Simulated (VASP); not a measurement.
Input of a VASP 6.6.1 run:

INCAR

```
SYSTEM = ZrC
PREC = Accurate
ENCUT = 600
EDIFF = 1E-7
ISMEAR = 0
SIGMA = 0.1
LREAL = .False.
LASPH = .True.
NELM = 120
ALGO = Normal
ISIF = 3
LWAVE = .False.
LCHARG = .False.
GGA = PE
IVDW = 12
IBRION = 2
NSW = 90
EDIFFG = -0.04
GGA_COMPAT = .False.
NELMIN = 4
```

KPOINTS

```
regular mesh
0
Gamma
  6 6 6
  0 0 0
```

File POSCAR:

```
ZrC
1.0
    0.0000000000      2.3564331500      2.3564331500
    2.3564331500      0.0000000000      2.3564331500
    2.3564331500      2.3564331500      0.0000000000
Zr C
1 1
Direct
    0.0000000000      0.0000000000      0.0000000000
    0.5000000000      0.5000000000      0.5000000000
```

Potentials or basis: VASP PAW PBE potentials, release 64 (Zr_sv, C).

The run is started by

```sh
$ cat potpaw_PBE.64/Zr_sv/POTCAR potpaw_PBE.64/C/POTCAR > POTCAR
$ mpirun -np 1 vasp_std > vasp.out
```

(1) What does it give for the dispersion energy per atom?

(2) What does it give for the relaxed cell?

(3) What does it give for the band gap on the k mesh?

(4) Predict the relaxed volume.

## Answers

(1) -0.406 eV.

(2) a = 3.306 Å, b = 3.306 Å, c = 3.306 Å, α = 60.00°, β = 60.00°, γ = 60.00°.

(3) zero (band 8 reaches 10.75 eV, above the bottom of band 9 at 9.56 eV).

(4) 12.77 Å³/atom.

Caveat: the k points lie up to 0.39 Å⁻¹ apart in the final cell; pairwise dispersion overbinds metals, which lowers pressure and volume.
